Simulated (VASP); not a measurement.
# Li2S (Fm-3m) in VASP: a series of runs

The runs below take Li2S through single point, relaxation of cell and atoms, with PBE.

Everything below comes from runs of VASP 6.6.1. Logs are shortened: lines on timing, memory, paths and dates and some standing lists are left out, and cuts for length are marked.

## 1. The cell of the first run

Symmetry: Fm-3m, No. 225, cubic system. The conventional cell has a = 5.708 Å, b = 5.708 Å, c = 5.708 Å, α = 90.00°, β = 90.00°, γ = 90.00°. Li (site symmetry -43m) has 4 S at 2.47 Å and 6 Li at 2.85 Å within 3.3 Å. Within 3.3 Å of S (site symmetry m-3m) lie 8 Li at 2.47 Å.

## 2. Single point, PBE

Input file INCAR:

```
SYSTEM = Li2S
ALGO = Normal
EDIFF = 1E-6
ENCUT = 750
GGA = PE
GGA_COMPAT = .FALSE.
ISIF = 2
ISMEAR = 0
LASPH = .TRUE.
LCHARG = .FALSE.
LREAL = .FALSE.
LWAVE = .FALSE.
NBANDS = 13
NELM = 120
PREC = Accurate
SIGMA = 0.02
```

Input file KPOINTS:

```
k-points
0
G
  8 8 8
  0 0 0
```

Input file POSCAR:

```
Li2S
1.0
    0.0000000000     -2.8540000000     -2.8540000000
    2.8540000000      0.0000000000     -2.8540000000
    2.8540000000     -2.8540000000      0.0000000000
Li S
2 1
Direct
    0.2500000000      0.2500000000      0.2500000000
    0.7500000000      0.7500000000      0.7500000000
    0.0000000000      0.0000000000      0.0000000000
```

Potentials or basis: VASP PAW PBE potentials, release 64 (Li_sv, S).

Launch:

```bash
> cat potpaw_PBE.64/Li_sv/POTCAR potpaw_PBE.64/S/POTCAR > POTCAR
> mpirun -np 1 vasp_std > vasp.out
```

OUTCAR:

```text
SYSTEM = Li2S
   EDIFF = 1E-6
   ENCUT = 750
   GGA = PE
   ISIF = 2
   ISMEAR = 0
   LASPH = .TRUE.
   LREAL = .FALSE.
   NELM = 120
   PREC = Accurate

 ion  position               nearest neighbor table
   1  0.250  0.250  0.250-   3 2.47   3 2.47   3 2.47   3 2.47
   2  0.750  0.750  0.750-   3 2.47   3 2.47   3 2.47   3 2.47
   3  0.000  0.000  0.000-   2 2.47   2 2.47   2 2.47   1 2.47   2 2.47   1 2.47   1 2.47   1 2.47

  LATTYP: Found a face centered cubic cell.
 ALAT       =     5.7080000000

  Lattice vectors:

 A1 = (   0.0000000000,  -2.8540000000,  -2.8540000000)
 A2 = (   2.8540000000,   0.0000000000,  -2.8540000000)
 A3 = (   2.8540000000,  -2.8540000000,   0.0000000000)

Analysis of symmetry for initial positions (statically):
=====================================================================
 Subroutine PRICEL returns:
 Original cell was already a primitive cell.

 Routine SETGRP: Setting up the symmetry group for a
 face centered cubic supercell.

 Subroutine GETGRP returns: Found 48 space group operations
 (whereof 48 operations were pure point group operations)
 out of a pool of 48 trial point group operations.

The static configuration has the point symmetry O_h .

Analysis of symmetry for dynamics (positions and initial velocities):
=====================================================================
 Subroutine PRICEL returns:
 Original cell was already a primitive cell.

 Routine SETGRP: Setting up the symmetry group for a
 face centered cubic supercell.

 Subroutine GETGRP returns: Found 48 space group operations
 (whereof 48 operations were pure point group operations)
 out of a pool of 48 trial point group operations.

The dynamic configuration has the point symmetry O_h .

 Subroutine INISYM returns: Found 48 space group operations
 (whereof 48 operations are pure point group operations),
 and found     1 'primitive' translations

----------------------------------------------------------------------------------------

                                     Primitive cell

  volume of cell :      46.4935

  direct lattice vectors                    reciprocal lattice vectors
     0.000000000 -2.854000000 -2.854000000    -0.175192712 -0.175192712 -0.175192712
     2.854000000  0.000000000 -2.854000000     0.175192712  0.175192712 -0.175192712
     2.854000000 -2.854000000  0.000000000     0.175192712 -0.175192712  0.175192712

  length of vectors
     4.036165507  4.036165507  4.036165507     0.303442678  0.303442678  0.303442678

  position of ions in fractional coordinates (direct lattice)
     0.250000000  0.250000000  0.250000000
     0.750000000  0.750000000  0.750000000
     0.000000000  0.000000000  0.000000000

  ion indices of the primitive-cell ions
   primitive index   ion index
                 1           1
                 2           2
                 3           3

----------------------------------------------------------------------------------------

 KPOINTS: k-points

Automatic generation of k-mesh.
 Grid dimensions read from file:
 generate k-points for:    8    8    8

 Generating k-lattice:

  Cartesian coordinates                     Fractional coordinates (reciprocal lattice)
    -0.021899089 -0.021899089 -0.021899089     0.125000000  0.000000000  0.000000000
     0.021899089  0.021899089 -0.021899089     0.000000000  0.125000000  0.000000000
     0.021899089 -0.021899089  0.021899089     0.000000000  0.000000000  0.125000000

  Length of vectors
     0.037930335  0.037930335  0.037930335

  Shift w.r.t. Gamma in fractional coordinates (k-lattice)
     0.000000000  0.000000000  0.000000000

 Subroutine IBZKPT returns following result:
 ===========================================

 Found     29 irreducible k-points:

 Following reciprocal coordinates:
            Coordinates               Weight
  0.000000  0.000000  0.000000      1.000000
  0.125000  0.000000  0.000000      8.000000
  0.250000  0.000000  0.000000      8.000000
  0.375000  0.000000  0.000000      8.000000
  0.500000  0.000000  0.000000      4.000000
  0.125000  0.125000  0.000000      6.000000
[... 16 lines left out ...]
  0.500000  0.250000  0.125000     48.000000
 -0.375000  0.250000  0.125000     24.000000
 [... further k-points ...]
   k-points           NKPTS =     29   k-points in BZ     NKDIM =     29   number of bands    NBANDS=     13
   number of dos      NEDOS =    301   number of ions     NIONS =      3
   total plane-waves  NPLWV =  46656
   dimension x,y,z NGX =    36 NGY =   36 NGZ =   36
   dimension x,y,z NGXF=    72 NGYF=   72 NGZF=   72
   ions per type =               2   1
   NGX,Y,Z   is equivalent  to a cutoff of  14.83, 14.83, 14.83 a.u.
   NGXF,Y,Z  is equivalent  to a cutoff of  29.66, 29.66, 29.66 a.u.
 SYSTEM =  Li2S
   PREC   = accura    normal or accurate (medium, high low for compatibility)
   ISTART =      0    job   : 0-new  1-cont  2-samecut
   ICHARG =      2    charge: 1-file 2-atom 10-const
   ISPIN  =      1    spin polarized calculation?
   LNONCOLLINEAR =      F non collinear calculations
   LSORBIT =      F    spin-orbit coupling
   LASPH  =      T    aspherical Exc in radial PAW
   ENCUT  =  750.0 eV  55.12 Ry    7.42 a.u.   9.01  9.01  9.01*2*pi/ulx,y,z
   NELM   =    120;   NELMIN=  2; NELMDL= -5     # of ELM steps
   EDIFF  = 0.1E-05   stopping-criterion for ELM
   LREAL  =      F    real-space projection
   EDIFFG = 0.1E-04   stopping-criterion for IOM
   NSW    =      0    number of steps for IOM
   IBRION =     -1    ionic relax: 0-MD 1-quasi-New 2-CG
   NFREE  =      0    steps in history (QN), initial steepest desc. (CG)
   ISIF   =      2    stress and relaxation
   ISYM   =      2    0-nonsym 1-usesym 2-fastsym
   POTIM  = 0.5000    time-step for ionic-motion
   TEBEG  =    0.0;   TEEND  =   0.0 temperature during run
   PSTRESS=    0.0 pullay stress
   NELECT =      12.0000    total number of electrons
   NUPDOWN=      -1.0000    fix difference up-down
   EMIN   =  10.00;   EMAX   =-10.00  energy-range for DOS
   EFERMI =   0.00;   METHOD = LEGACY
   ISMEAR =     0;   SIGMA  =   0.02  broadening in eV -4-tet -1-fermi 0-gaus
   EFERMI_NEDOS =   21; number of points for ismear=-14 and -15
   IALGO  =     38    algorithm
   IMIX   =      4    mixing-type and parameters
     AMIX     =   0.40;   BMIX     =  1.00
     AMIX_MAG =   1.60;   BMIX_MAG =  1.00
  volume/ion in A,a.u.               =      15.50       104.58
  Fermi-wavevector in a.u.,A,eV,Ry     =   1.042328  1.969715 14.782032  1.086449
  Thomas-Fermi vector in A             =   2.176989
   LORBIT       =      0    0 simple, 1 ext, 2 COOP (PROOUT), +10 PAW based schemes
   GGA     = PE    functional components
   LHFCALC =     F    Hartree Fock is set to
   AEXX    =    0.0000 exact exchange contribution
   IVDW    =     0    specifies the selected vdW correction
   LEPSILON=     F    determine dielectric tensor
   LRPA    =     F    only Hartree local field effects (RPA)
 non-spin polarized calculation
 Gauss-broadening in eV      SIGMA  =   0.02
  energy-cutoff  :      750.00
  volume of cell :       46.49
 maximum number of plane-waves:      2200
   NGX = 17   NGY = 17   NGZ = 17

 number of electron      11.9999999 magnetization

 Free energy of the ion-electron system (eV)
  ---------------------------------------------------
  ext. energy  EPLUGINS =         0.00000000
  ---------------------------------------------------
  free energy    TOTEN  =       -11.99503197 eV

  energy without entropy =      -11.99503197  energy(sigma->0) =      -11.99503197

 E-fermi :   1.5785     XC(G=0):  -8.4879

 val. band max:        1.4305212205   @ k =   0.0000   0.0000   0.0000
 cond. band min:       4.8240479614   @ k =   0.5000   0.5000   0.0000
 fundamental gap:      3.3935267409
 Fermi energy:         1.5785148154

 k-point     1 :       0.0000    0.0000    0.0000
  band No.  band energies     occupation
      1     -42.7505      2.00000
      2     -42.7088      2.00000
      3      -9.5803      2.00000
      4       1.4305      2.00000
      5       1.4305      2.00000
      6       1.4305      2.00000
      7       5.6736      0.00000
      8       7.6584      0.00000
      9       7.6584      0.00000
     10       7.6584      0.00000
     11      12.5966      0.00000
     12      12.5966      0.00000
     13      13.8318      0.00000

 k-point     2 :       0.1250    0.0000    0.0000
  band No.  band energies     occupation
      1     -42.7488      2.00000
      2     -42.7103      2.00000
      3      -9.5242      2.00000
      4       0.8382      2.00000
      5       1.3435      2.00000
      6       1.3435      2.00000
      7       6.1051      0.00000
      8       7.8925      0.00000
      9       7.8925      0.00000
     10       8.0033      0.00000
     11      11.6353      0.00000
     12      11.6353      0.00000
     13      13.9729      0.00000

 k-point     3 :       0.2500    0.0000    0.0000
  band No.  band energies     occupation
      1     -42.7441      2.00000
      2     -42.7146      2.00000
      3      -9.3801      2.00000
      4      -0.2454      2.00000
      5       1.1549      2.00000
      6       1.1549      2.00000
      7       6.7768      0.00000
      8       8.2166      0.00000
      9       8.2166      0.00000
     10       8.8328      0.00000
     11      11.2665      0.00000
     12      11.2665      0.00000
     13      14.3972      0.00000
[... 305 lines left out ...]
 k-point    23 :       0.5000    0.2500    0.1250
  band No.  band energies     occupation
      1     -42.7353      2.00000
      2     -42.7225      2.00000
      3      -9.1416      2.00000
      4      -0.8995      2.00000
      5       0.2164      2.00000
      6       0.6794      2.00000
      7       7.1537      0.00000
      8       8.1888      0.00000
      9       9.4201      0.00000
     10       9.8343      0.00000
     11      11.4048      0.00000
     12      13.7740      0.00000
     13      15.1947      0.00000

 k-point    24 :      -0.3750    0.2500    0.1250
  band No.  band energies     occupation
      1     -42.7288      2.00000
      2     -42.7288      2.00000
      3      -9.0846      2.00000
      4      -1.1296      2.00000
      5       0.1953      2.00000
      6       0.5344      2.00000
      7       7.2880      0.00000
      8       8.0570      0.00000
      9       9.7668      0.00000
     10      10.4022      0.00000
     11      11.7484      0.00000
     12      13.0630      0.00000
     13      14.7883      0.00000

 [... further k-points ...]
[... 5 lines left out ...]
  --------------------------------------------------------------------------------------
  -------------------------------------------------------------------------------------
  Total       -0.0511308     -0.0511308     -0.0511308      0.0000000      0.0000000     -0.0000000
  in kB       -1.7619796     -1.7619796     -1.7619796      0.0000000      0.0000000     -0.0000000
  external PRESSURE =      -1.7619796 kB  Pullay stress =       0.0000000 kB

 VOLUME and BASIS-vectors are now :
 -----------------------------------------------------------------------------
  energy-cutoff  :      750.00
  volume of cell :       46.49
      direct lattice vectors                 reciprocal lattice vectors
     0.000000000 -2.854000000 -2.854000000    -0.175192712 -0.175192712 -0.175192712
     2.854000000  0.000000000 -2.854000000     0.175192712  0.175192712 -0.175192712
     2.854000000 -2.854000000  0.000000000     0.175192712 -0.175192712  0.175192712

 POSITION                                       TOTAL-FORCE (eV/Angst)
 -----------------------------------------------------------------------------------
      1.42700     -1.42700     -1.42700        -0.000000      0.000000      0.000000
      4.28100     -4.28100     -4.28100         0.000000     -0.000000     -0.000000
      0.00000      0.00000      0.00000         0.000000      0.000000      0.000000
 -----------------------------------------------------------------------------------
    total drift:                                0.000000     -0.000000     -0.000000

  FREE ENERGIE OF THE ION-ELECTRON SYSTEM (eV)
  ---------------------------------------------------
  free  energy   TOTEN  =       -11.9950319684 eV

  energy  without entropy=      -11.9950319684  energy(sigma->0) =      -11.99503197
```

It took 40 s on 1 thread of AMD EPYC 7R43 (Zen 3), shared host; peak memory 0.17 GiB.

Results:

```yaml
Free_energy: -11.9950 eV
Pressure: -0.2 GPa
Band_gap_on_the_k_mesh: 3.39 eV (least direct gap 4.24 eV)
```

Levels at points of the mesh, in eV from the valence-band top:
```tsv
k point	band 3	band 4	band 5	band 6	band 7	band 8	band 9	band 10
(0.00, 0.00, 0.00)	-11.01	0.00	0.00	0.00	4.24	6.23	6.23	6.23
(0.50, 0.00, 0.00)	-10.58	-2.86	-0.50	-0.50	6.08	6.57	6.57	8.39
(0.50, 0.50, 0.00)	-10.46	-2.16	-1.41	-1.41	3.39	7.07	11.05	11.05
```

A k mesh can miss the band edges. Expect the measured gap to be larger: semilocal functionals such as PBE lack the derivative discontinuity.

[end of part 1 of 2]
